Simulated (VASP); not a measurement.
Write the native input for VASP 6.6.1 that does the following.

```
Task                   : single point
Functional             : PBE
Potentials or basis    : VASP PAW PBE potentials, release 64 (Cd, In_d, O)
Cutoff                 : 520 eV
k mesh                 : 4 × 4 × 2
Occupations            : gaussian, width 0.2 eV
Spin                   : no spin polarisation
Dipole correction      : no
Further INCAR settings : ALGO = Fast; EDIFF = 1e-06; NBANDS = 54
```

The structure of Cd3In3O2 lies in POSCAR:

```
Cd3In3O2
1.0
    4.4433565682      0.0000000000      0.0000000000
    0.0000000000      4.4433565682      0.0000000000
    0.0000000000      0.0000000000     10.7866001682
Cd In O
3 3 2
Direct
    0.0000000000      0.0000000000      0.2203457511
    0.0000000000      0.0000000000      0.4774827421
    0.0000000000      0.0000000000      0.7362585716
    0.5000000000      0.0000000000      0.9379722499
    0.0000000000      0.5000000000      0.9379722499
    0.5000000000      0.5000000000      0.2375145741
    0.5000000000      0.0000000000      0.1380568706
    0.0000000000      0.5000000000      0.1380568706
```

The cell was generated, and may not be a known phase.

The input as run:

INCAR

```
PREC = Accurate
ENCUT = 520
EDIFF = 1E-6
ISMEAR = 0
SIGMA = 0.2
LREAL = False
LASPH = True
NELM = 100
ALGO = Fast
ISIF = 2
LWAVE = False
LCHARG = False
GGA = PE
NBANDS = 54
```

KPOINTS

```
regular mesh
0
Gamma
  4 4 2
```

Potentials or basis: VASP PAW PBE potentials, release 64 (Cd, In_d, O).

The run is started by

```bash
$ cat potpaw_PBE.64/Cd/POTCAR potpaw_PBE.64/In_d/POTCAR potpaw_PBE.64/O/POTCAR > POTCAR
$ mpirun -np 1 vasp_std > vasp.out
```

It gave:

The pressure is 0.2 GPa, the largest force is 0.051 eV/Å and the band gap on the k mesh is zero (an odd number of electrons rules out a gap without spin polarisation).

Caveat: spin-orbit coupling is left out, which moves the levels of the heavy elements; an odd number of electrons without spin polarisation forces a metal; a magnetic or distorted state may lie lower.

It took 6.2 min on 1 thread of Oxide Virtual Turin-like Processor (shared host), peak memory 0.34 GiB.
